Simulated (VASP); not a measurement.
# Pb (P6_3/mmc) in VASP: further runs, part 2 of 2

VASP 6.6.1.

## Step 3: Single point, LDA (volume scaled by 1.08)

Input file INCAR:

```
SYSTEM = Pb
PREC = Accurate
ENCUT = 520
EDIFF = 1E-7
ISMEAR = -1
SIGMA = 0.1
LREAL = .FALSE.
LASPH = .TRUE.
NELM = 80
ALGO = Normal
ISIF = 2
LWAVE = .FALSE.
LCHARG = .FALSE.
GGA = CA
NBANDS = 21
```

Input file KPOINTS:

```
Automatic mesh
0
G
  12 12 7
  0 0 0
```

Input file POSCAR:

```
Pb
1.0
    3.5261344723      0.0000000000      0.0000000000
   -1.7630672362      3.0537220302      0.0000000000
    0.0000000000      0.0000000000      5.7900337272
Pb
2
Direct
    0.3333333333      0.6666666667      0.2500000000
    0.6666666667      0.3333333333      0.7500000000
```

Potentials or basis: VASP PAW LDA potentials, release 64 (Pb_d).

Launch:

```sh
> cat potpaw_LDA.64/Pb_d/POTCAR > POTCAR
> mpirun -np 1 vasp_std > vasp.out
```

OUTCAR:

```text
SYSTEM = Pb
   PREC = Accurate
   ENCUT = 520
   EDIFF = 1E-7
   ISMEAR = -1
   LREAL = .FALSE.
   LASPH = .TRUE.
   NELM = 80
   ISIF = 2
   GGA = CA

 ion  position               nearest neighbor table
   1  0.333  0.667  0.250-   2 3.54   2 3.54   2 3.54   2 3.54   2 3.54   2 3.54
   2  0.667  0.333  0.750-   1 3.54   1 3.54   1 3.54   1 3.54   1 3.54   1 3.54

  LATTYP: Found a hexagonal cell.
 ALAT       =     3.5261344723
 C/A-ratio  =     1.6420342936

  Lattice vectors:

 A1 = (   3.5261344723,   0.0000000000,   0.0000000000)
 A2 = (  -1.7630672362,   3.0537220302,   0.0000000000)
 A3 = (   0.0000000000,   0.0000000000,   5.7900337272)

Analysis of symmetry for initial positions (statically):
=====================================================================
 Subroutine PRICEL returns:
 Original cell was already a primitive cell.

 Routine SETGRP: Setting up the symmetry group for a
 hexagonal supercell.

 Subroutine GETGRP returns: Found 24 space group operations
 (whereof 12 operations were pure point group operations)
 out of a pool of 24 trial point group operations.

The static configuration has the point symmetry D_3d.
 The point group associated with its full space group is D_6h.

Analysis of symmetry for dynamics (positions and initial velocities):
=====================================================================
 Subroutine PRICEL returns:
 Original cell was already a primitive cell.

 Routine SETGRP: Setting up the symmetry group for a
 hexagonal supercell.

 Subroutine GETGRP returns: Found 24 space group operations
 (whereof 12 operations were pure point group operations)
 out of a pool of 24 trial point group operations.

The dynamic configuration has the point symmetry D_3d.
 The point group associated with its full space group is D_6h.

 Subroutine INISYM returns: Found 24 space group operations
 (whereof 12 operations are pure point group operations),
 and found     1 'primitive' translations

----------------------------------------------------------------------------------------

                                     Primitive cell

  volume of cell :      62.3461

  direct lattice vectors                    reciprocal lattice vectors
     3.526134472  0.000000000  0.000000000     0.283596672  0.163734615  0.000000000
    -1.763067236  3.053722030  0.000000000     0.000000000  0.327469229  0.000000000
     0.000000000  0.000000000  5.790033727     0.000000000  0.000000000  0.172710566

  length of vectors
     3.526134472  3.526134472  5.790033727     0.327469229  0.327469229  0.172710566

  position of ions in fractional coordinates (direct lattice)
     0.333333333  0.666666667  0.250000000
     0.666666667  0.333333333  0.750000000

  ion indices of the primitive-cell ions
   primitive index   ion index
                 1           1
                 2           2

----------------------------------------------------------------------------------------

 KPOINTS: Automatic mesh

Automatic generation of k-mesh.
 Grid dimensions read from file:
 generate k-points for:   12   12    7

 Generating k-lattice:

  Cartesian coordinates                     Fractional coordinates (reciprocal lattice)
     0.023633056  0.013644551  0.000000000     0.083333333  0.000000000  0.000000000
     0.000000000  0.027289102  0.000000000     0.000000000  0.083333333  0.000000000
     0.000000000  0.000000000  0.024672938     0.000000000  0.000000000  0.142857143

  Length of vectors
     0.027289102  0.027289102  0.024672938

  Shift w.r.t. Gamma in fractional coordinates (k-lattice)
     0.000000000  0.000000000  0.000000000

 Subroutine IBZKPT returns following result:
 ===========================================

 Found     76 irreducible k-points:

 Following reciprocal coordinates:
            Coordinates               Weight
  0.000000  0.000000  0.000000      1.000000
  0.083333  0.000000  0.000000      6.000000
  0.166667  0.000000  0.000000      6.000000
  0.250000  0.000000  0.000000      6.000000
  0.333333  0.000000  0.000000      6.000000
  0.416667 -0.000000  0.000000      6.000000
[... 16 lines left out ...]
  0.250000  0.000000  0.142857     12.000000
  0.333333  0.000000  0.142857     12.000000
 [... further k-points ...]
   k-points           NKPTS =     76   k-points in BZ     NKDIM =     76   number of bands    NBANDS=     21
   number of dos      NEDOS =    301   number of ions     NIONS =      2
   total plane-waves  NPLWV =  37632
   dimension x,y,z NGX =    28 NGY =   28 NGZ =   48
   dimension x,y,z NGXF=    56 NGYF=   56 NGZF=   96
   ions per type =               2
   NGX,Y,Z   is equivalent  to a cutoff of  13.20, 13.20, 13.78 a.u.
   NGXF,Y,Z  is equivalent  to a cutoff of  26.40, 26.40, 27.56 a.u.
 SYSTEM =  Pb
   PREC   = accura    normal or accurate (medium, high low for compatibility)
   ISTART =      0    job   : 0-new  1-cont  2-samecut
   ICHARG =      2    charge: 1-file 2-atom 10-const
   ISPIN  =      1    spin polarized calculation?
   LNONCOLLINEAR =      F non collinear calculations
   LSORBIT =      F    spin-orbit coupling
   LASPH  =      T    aspherical Exc in radial PAW
   ENCUT  =  520.0 eV  38.22 Ry    6.18 a.u.   6.56  6.56 10.77*2*pi/ulx,y,z
   NELM   =     80;   NELMIN=  2; NELMDL= -5     # of ELM steps
   EDIFF  = 0.1E-06   stopping-criterion for ELM
   LREAL  =      F    real-space projection
   EDIFFG = 0.1E-05   stopping-criterion for IOM
   NSW    =      0    number of steps for IOM
   IBRION =     -1    ionic relax: 0-MD 1-quasi-New 2-CG
   NFREE  =      0    steps in history (QN), initial steepest desc. (CG)
   ISIF   =      2    stress and relaxation
   ISYM   =      2    0-nonsym 1-usesym 2-fastsym
   POTIM  = 0.5000    time-step for ionic-motion
   TEBEG  =    0.0;   TEEND  =   0.0 temperature during run
   PSTRESS=    0.0 pullay stress
   NELECT =      28.0000    total number of electrons
   NUPDOWN=      -1.0000    fix difference up-down
   EMIN   =  10.00;   EMAX   =-10.00  energy-range for DOS
   EFERMI =   0.00;   METHOD = LEGACY
   ISMEAR =    -1;   SIGMA  =   0.10  broadening in eV -4-tet -1-fermi 0-gaus
   EFERMI_NEDOS =   21; number of points for ismear=-14 and -15
   IALGO  =     38    algorithm
   IMIX   =      4    mixing-type and parameters
     AMIX     =   0.40;   BMIX     =  1.00
     AMIX_MAG =   1.60;   BMIX_MAG =  1.00
  volume/ion in A,a.u.               =      31.17       210.37
  Fermi-wavevector in a.u.,A,eV,Ry     =   1.253692  2.369135 21.384887  1.571745
  Thomas-Fermi vector in A             =   2.387533
   LORBIT       =      0    0 simple, 1 ext, 2 COOP (PROOUT), +10 PAW based schemes
   GGA     = CA    functional components
   LHFCALC =     F    Hartree Fock is set to
   AEXX    =    0.0000 exact exchange contribution
   IVDW    =     0    specifies the selected vdW correction
   LEPSILON=     F    determine dielectric tensor
   LRPA    =     F    only Hartree local field effects (RPA)
 non-spin polarized calculation
  energy-cutoff  :      520.00
  volume of cell :       62.35
 maximum number of plane-waves:      1713
 NGX is ok and might be reduce to    28
   NGX = 13   NGY = 13   NGZ = 21

 number of electron      28.0000001 magnetization

 Free energy of the ion-electron system (eV)
  ---------------------------------------------------
  ext. energy  EPLUGINS =         0.00000000
  ---------------------------------------------------
  free energy    TOTEN  =        -8.45028049 eV

  energy without entropy =       -8.40930449  energy(sigma->0) =       -8.42979249

 E-fermi :   6.6430     XC(G=0): -10.3245

 val. band max:        6.6254332286   @ k =   0.4167   0.1667   0.0000
 cond. band min:       6.6878478437   @ k =   0.4167   0.0833   0.1429
 fundamental gap:      0.0624146151
 Fermi energy:         6.6429576593

 k-point     1 :       0.0000    0.0000    0.0000
  band No.  band energies     occupation
      1     -10.3152      2.00000
      2     -10.2944      2.00000
      3     -10.2732      2.00000
      4     -10.2732      2.00000
      5     -10.2545      2.00000
      6     -10.2545      2.00000
[... 13 lines left out ...]
     20      15.8254      0.00000
     21      18.1627      0.00000

 k-point     2 :       0.0833    0.0000    0.0000
  band No.  band energies     occupation
      1     -10.3132      2.00000
      2     -10.2959      2.00000
      3     -10.2630      2.00000
      4     -10.2577      2.00000
      5     -10.2505      2.00000
      6     -10.2395      2.00000
[... 520 lines left out ...]
 k-point    24 :       0.3333    0.0000    0.1429
  band No.  band energies     occupation
      1     -10.3922      2.00000
      2     -10.3078      2.00000
      3     -10.2945      2.00000
      4     -10.2488      2.00000
      5     -10.1888      2.00000
      6     -10.1640      2.00000
[... 13 lines left out ...]
     20      14.7760      0.00000
     21      16.5670      0.00000

 [... further k-points ...]
[... 5 lines left out ...]
  --------------------------------------------------------------------------------------
  -------------------------------------------------------------------------------------
  Total       -1.3159915     -1.3159915     -0.9767399      0.0000000      0.0000000      0.0000000
  in kB      -33.8184886    -33.8184886    -25.1003644      0.0000000      0.0000000      0.0000000
  external PRESSURE =     -30.9124472 kB  Pullay stress =       0.0000000 kB

 VOLUME and BASIS-vectors are now :
 -----------------------------------------------------------------------------
  energy-cutoff  :      520.00
  volume of cell :       62.35
      direct lattice vectors                 reciprocal lattice vectors
     3.526134472  0.000000000  0.000000000     0.283596672  0.163734615  0.000000000
    -1.763067236  3.053722030  0.000000000     0.000000000  0.327469229  0.000000000
     0.000000000  0.000000000  5.790033727     0.000000000  0.000000000  0.172710566

 POSITION                                       TOTAL-FORCE (eV/Angst)
 -----------------------------------------------------------------------------------
     -0.00000      2.03581      1.44751        -0.000000      0.000000      0.000000
      1.76307      1.01791      4.34253         0.000000     -0.000000      0.000000
 -----------------------------------------------------------------------------------
    total drift:                               -0.000000      0.000000      0.000000

  FREE ENERGIE OF THE ION-ELECTRON SYSTEM (eV)
  ---------------------------------------------------
  free  energy   TOTEN  =        -8.4502804883 eV

  energy  without entropy=       -8.4093044928  energy(sigma->0) =       -8.42979249
```

stdout:

```text
POSCAR found type information on POSCAR Pb
 POSCAR found :  1 types and       2 ions
 scaLAPACK will be used
 LDA part: xc-table for (Slater(with rela. corr.)+CA(PZ))
 , standard interpolation
 POSCAR, INCAR and KPOINTS ok, starting setup
 FFT: planning ... GRIDC
 FFT: planning ... GRID_SOFT
 FFT: planning ... GRID
 WAVECAR not read
 entering main loop
```

Wall time 2.2 min (1 thread of AMD EPYC 7R13, shared host); peak memory 0.18 GiB.

Results:

- Free energy: -8.4503 eV
- Pressure: -3.1 GPa
- Band gap on the k mesh: zero (band 14 reaches 12.18 eV, above the bottom of band 15 at 4.79 eV)

Stress tensor (GPa, compression positive):
```
-3.38  0.00  0.00
 0.00 -3.38  0.00
 0.00  0.00 -2.51
```

Caveat: the cell differs from its parent crystal (volume scaled by 1.08); spin-orbit coupling is left out, which moves the levels of the heavy elements.

## Step 4: Single point, LDA (volume scaled by 1.12)

Input file INCAR:

```
PREC = Accurate ; ENCUT = 520
EDIFF = 1E-6 ; ISMEAR = -1
SIGMA = 0.1 ; LREAL = False
LASPH = True ; NELM = 60
ALGO = Normal ; ISIF = 2
LWAVE = False ; LCHARG = False
GGA = CA ; NBANDS = 21
```

Input file KPOINTS:

```
Automatic mesh
0
Gamma
  12 12 7
```

Input file POSCAR:

```
Pb
1.0
    3.5691403507      0.0000000000      0.0000000000
   -1.7845701754      3.0909662133      0.0000000000
    0.0000000000      0.0000000000      5.8606508542
Pb
2
Direct
    0.3333333333      0.6666666667      0.2500000000
    0.6666666667      0.3333333333      0.7500000000
```

Launch:

```sh
> cat potpaw_LDA.64/Pb_d/POTCAR > POTCAR
> mpirun -np 1 vasp_std > vasp.out
```

It took 2.1 min on 1 thread of AMD EPYC 7R13, shared host; peak memory 0.18 GiB.

The run converged. Its results:

- Free energy: -8.3980 eV
- Pressure: -4.3 GPa
- Band gap on the k mesh: zero (band 14 reaches 11.59 eV, above the bottom of band 15 at 4.48 eV)

Stress tensor (GPa, compression positive):
```
-4.62  0.00  0.00
 0.00 -4.62  0.00
 0.00  0.00 -3.63
```

Levels at points of the mesh, in eV from the Fermi level:
```
           k point  band 11  band 12  band 13  band 14  band 15  band 16  band 17  band 18
(0.00, 0.00, 0.00)   -11.29    -8.08    -3.84     5.27     5.27     6.88     6.88     6.93
(0.50, 0.00, 0.00)    -8.17    -7.07    -2.78    -1.40    -0.37     1.76     2.04     5.22
```

Caveat: the cell differs from its parent crystal (volume scaled by 1.12); spin-orbit coupling is left out, which moves the levels of the heavy elements.

## Step 5: Single point, LDA

This run uses another cell than the first one, of 28.86 Å³/atom, 0.962 times its volume.

Input file INCAR:

```
PREC = Accurate
ENCUT = 520
EDIFF = 1E-7
ISMEAR = -1
SIGMA = 0.1
LREAL = F
LASPH = T
NELM = 60
ALGO = Normal
ISIF = 2
LWAVE = F
LCHARG = F
GGA = CA
NBANDS = 21
```

Input file KPOINTS:

```
Automatic mesh
0
Gamma
  17 17 9
```

Input file POSCAR:

```
Pb
1.0
    3.4368265815      0.0000000000      0.0000000000
   -1.7184132908      2.9763791279      0.0000000000
    0.0000000000      0.0000000000      5.6433871077
Pb
2
Direct
    0.3333333333      0.6666666667      0.2500000000
    0.6666666667      0.3333333333      0.7500000000
```

Launch:

```sh
> cat potpaw_LDA.64/Pb_d/POTCAR > POTCAR
> mpirun -np 1 vasp_std > vasp.out
```

Run time: 3.9 min. Hardware: 1 thread of AMD EPYC 7R13, shared host; peak memory 0.24 GiB.

It converged, with:

* Free energy: -8.4989 eV
* Pressure: 0.1 GPa
* Band gap on the k mesh: zero (band 14 reaches 13.47 eV, above the bottom of band 15 at 5.61 eV)

Stress tensor (GPa, compression positive):
```
0.03 0.00 0.00
0.00 0.03 0.00
0.00 0.00 0.28
```

Levels at points of the mesh, in eV from the Fermi level:
| k point | band 10 | band 11 | band 12 | band 13 | band 14 | band 15 | band 16 | band 17 | band 18 | band 19 |
| --- | --- | --- | --- | --- | --- | --- | --- | --- | --- | --- |
| (0.00, 0.00, 0.00) | -16.73 | -12.10 | -8.23 | -4.44 | 5.87 | 5.87 | 7.74 | 7.74 | 7.79 | 9.20 |

Caveat: spin-orbit coupling is left out, which moves the levels of the heavy elements.

## Step 6: Relaxation of cell and atoms, LDA

This run uses another cell than the first one, of 30.33 Å³/atom, 1.010 times its volume.

Input file INCAR:

```
SYSTEM = Pb
ALGO = Normal
EDIFF = 1E-6
EDIFFG = -0.01
ENCUT = 600
IBRION = 2
ISIF = 3
ISMEAR = -1
LASPH = .True.
LCHARG = .False.
LREAL = .False.
LWAVE = .False.
NELM = 100
NSW = 80
PREC = Accurate
SIGMA = 0.1
```

Input file KPOINTS:

```
k-points
0
Gamma
  10 10 6
  0 0 0
```

Input file POSCAR:

```
Pb
1.0
    3.5005272341      0.0000000000      0.0000000000
   -1.7502636171      3.0315455114      0.0000000000
    0.0000000000      0.0000000000      5.7163609733
Pb
2
Direct
    0.3333333333      0.6666666667      0.2500000000
    0.6666666667      0.3333333333      0.7500000000
```

Potentials or basis: VASP PAW LDA potentials, release 64 (Pb_d).

Launch:

```sh
> cat potpaw_LDA.64/Pb_d/POTCAR > POTCAR
> mpirun -np 1 vasp_std > vasp.out
```

It took 3.6 min on 1 thread of AMD EPYC 7R13, shared host; peak memory 0.18 GiB.

It converged, with:

```
Free energy                            : -8.5033 eV
Relaxed volume                         : 28.93 Å³/atom
Relaxed cell                           : a = 3.439 Å, b = 3.439 Å, c = 5.650 Å, α = 90.00°, β = 90.00°, γ = 120.00°
Space group after relaxing (to 0.05 Å) : P6_3/mmc (No. 194)
Energy gained by relaxing              : 10.0 meV/atom
Ionic steps                            : 5
Pressure after relaxing                : 0.0 GPa
Band gap on the k mesh                 : zero (band 14 reaches 13.50 eV, above the bottom of band 15 at 5.99 eV)
```

The path:
```csv
step,energy change (eV),largest force (eV/Å),pressure (GPa),volume (Å³)
1,0.0000,0.0000,-2.14,60.66
2,-0.0185,0.0000,0.64,57.18
3,-0.0198,0.0000,0.01,57.86
4,-0.0199,0.0000,0.02,57.86
5,-0.0199,0.0000,0.01,57.86
```

Final structure:
```
Pb
1.0
     3.43901    0.00000    0.00000
    -1.71951    2.97827    0.00000
     0.00000    0.00000    5.64953
Pb
2
Direct
  0.33333 0.66667 0.25000
  0.66667 0.33333 0.75000
```

Levels at points of the mesh, in eV from the Fermi level:
| k point | band 10 | band 11 | band 12 | band 13 | band 14 | band 15 | band 16 | band 17 | band 18 |
| --- | --- | --- | --- | --- | --- | --- | --- | --- | --- |
| (0.00, 0.00, 0.00) | -16.74 | -12.08 | -8.23 | -4.43 | 5.86 | 5.86 | 7.73 | 7.73 | 7.76 |
| (0.50, 0.00, 0.00) | -16.69 | -8.37 | -7.15 | -3.02 | -1.60 | -0.55 | 1.79 | 2.13 | 5.79 |
| (0.00, 0.00, 0.50) | -16.80 | -10.83 | -10.83 | 0.76 | 0.76 | 6.74 | 6.74 | 6.74 | 6.74 |
| (0.50, 0.00, 0.50) | -16.70 | -7.54 | -7.54 | -3.87 | -3.87 | 3.55 | 3.55 | 3.63 | 3.63 |

Caveat: spin-orbit coupling is left out, which moves the levels of the heavy elements.

## Step 7: The runs side by side

| task | cell | k mesh | cutoff (eV) | gap on the mesh (eV) | pressure (GPa) |
| --- | --- | --- | --- | --- | --- |
| single point | a = 3.482, b = 3.482, c = 5.718 Å, angles 90.0, 90.0, 120.0°, 2 atoms | 12 × 12 × 7 | 520 | none | -1.6 |
| single point | a = 3.526, b = 3.526, c = 5.790 Å, angles 90.0, 90.0, 120.0°, 2 atoms | 12 × 12 × 7 | 520 | none | -3.1 |
| single point | a = 3.569, b = 3.569, c = 5.861 Å, angles 90.0, 90.0, 120.0°, 2 atoms | 12 × 12 × 7 | 520 | none | -4.3 |
| single point | a = 3.437, b = 3.437, c = 5.643 Å, angles 90.0, 90.0, 120.0°, 2 atoms | 17 × 17 × 9 | 520 | none | 0.1 |
| relaxation of cell and atoms | relaxed from a = 3.501, b = 3.501, c = 5.716 Å, angles 90.0, 90.0, 120.0°, 2 atoms | 10 × 10 × 6 | 600 | none | 0.0 |

Alike in all rows: level LDA; potentials or basis VASP PAW LDA potentials, release 64 (Pb_d); no spin polarisation; smearing fermi-dirac 0.1 eV.

Caveats: spin-orbit coupling is left out, which moves the levels of the heavy elements.

Total energies depend on the potentials used, so only differences within one code and one set of settings carry meaning.
